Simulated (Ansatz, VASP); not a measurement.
**One calculation of MnSi, two programs**

File POSCAR:

```
MnSi
1.0
    0.0000000000      2.5272246000      2.5272246000
    2.5272246000      0.0000000000      2.5272246000
    2.5272246000      2.5272246000      0.0000000000
Mn Si
1 1
Direct
    0.0000000000      0.0000000000      0.0000000000
    0.2500000000      0.2500000000      0.2500000000
```

The input INCAR.step1:

```
SYSTEM = MnSi
ALGO = Normal
EDIFF = 1E-5
ENCUT = 520
GGA = PE
ISIF = 2
ISMEAR = -1
ISPIN = 2
LASPH = .TRUE.
LCHARG = .FALSE.
LMAXMIX = 4
LORBIT = 11
LREAL = .FALSE.
LWAVE = .TRUE.
MAGMOM = 4 0
NBANDS = 20
NELM = 150
PREC = Accurate
SIGMA = 0.05
```

INCAR.step2

```
SYSTEM = MnSi
AEXX = 0.5
ALGO = Normal
EDIFF = 1E-7
ENCUT = 520
GGA = PE
HFSCREEN = 0.2
ISIF = 2
ISMEAR = -1
ISPIN = 2
ISTART = 1
LASPH = .TRUE.
LCHARG = .FALSE.
LHFCALC = .TRUE.
LMAXMIX = 4
LORBIT = 11
LREAL = .FALSE.
LWAVE = .FALSE.
MAGMOM = 4 0
NBANDS = 20
NELM = 150
PREC = Accurate
PRECFOCK = Normal
SIGMA = 0.05
```

The input KPOINTS:

```
k-points
0
G
  5 5 5
  0 0 0
```

File input:

```
crystal:
  lattice:
    - [0.0, 2.5272246, 2.5272246]
    - [2.5272246, 0.0, 2.5272246]
    - [2.5272246, 2.5272246, 0.0]
  atoms:
    - { symbol: Mn, position: [0.0, 0.0, 0.0], spin: 4.0 }
    - { symbol: Si, position: [0.25, 0.25, 0.25] }
hamiltonian:
  xc: { exchange: pbe, correlation: pbe, exx: { coeff: 0.5, omega: 0.2 } }
  pseudopotentials: { kind: paw }
magnetization:
  spin_polarized: true
kpoints:
  mp_grid: { grid: [5, 5, 5] }
scf:
  occupations: { method: fermi_dirac, width: 0.05 }
output:
  forces: true
  stress: true
  eigenvalues: true
```

Alike in both runs: task single point; functional PBE-based screened hybrid with a share of 0.5 of exact exchange and HFSCREEN = 0.2; k mesh 5 × 5 × 5; occupations fermi-dirac, width 0.05 eV; collinear spin.

|  | VASP | Ansatz |
| --- | --- | --- |
| version | VASP 6.6.1 | Ansatz 0.2.0 |
| potentials or method | VASP PAW PBE potentials, release 64 (Mn_pv, Si) | Ansatz PAW |
| plane-wave cutoff (eV) | 520 | 420 |
| valence electrons in the cell | 17 | 19 |

VASP gave:

```
gap on the k mesh at the Fermi level (eV)                     : none
net moment per atom (μB)                                      : 1.50
size of the moment on the site where the two differ most (μB) : 3.74
```

Problem. Estimate Ansatz's values.

Solution. gap on the k mesh at the Fermi level (eV): none; net moment per atom (μB): 1.50; size of the moment on the site where the two differ most (μB): 3.53.

VASP's potentials were made for PBE, not for PBE-based screened hybrid. Site moments also hang on the region over which each program counts them. A gap of «none» marks a metal or a gap that the smearing closes. With one functional, cell and mesh, what is left measures potentials, basis and numerics. VASP's potentials hold 17 valence electrons a cell and Ansatz's 19, so a difference there can come from the potentials and not from the codes.

The k mesh is coarse, so the values compare programs but aren't converged. Noted on Ansatz's run: the magnetic or orbital state may not be the lowest.
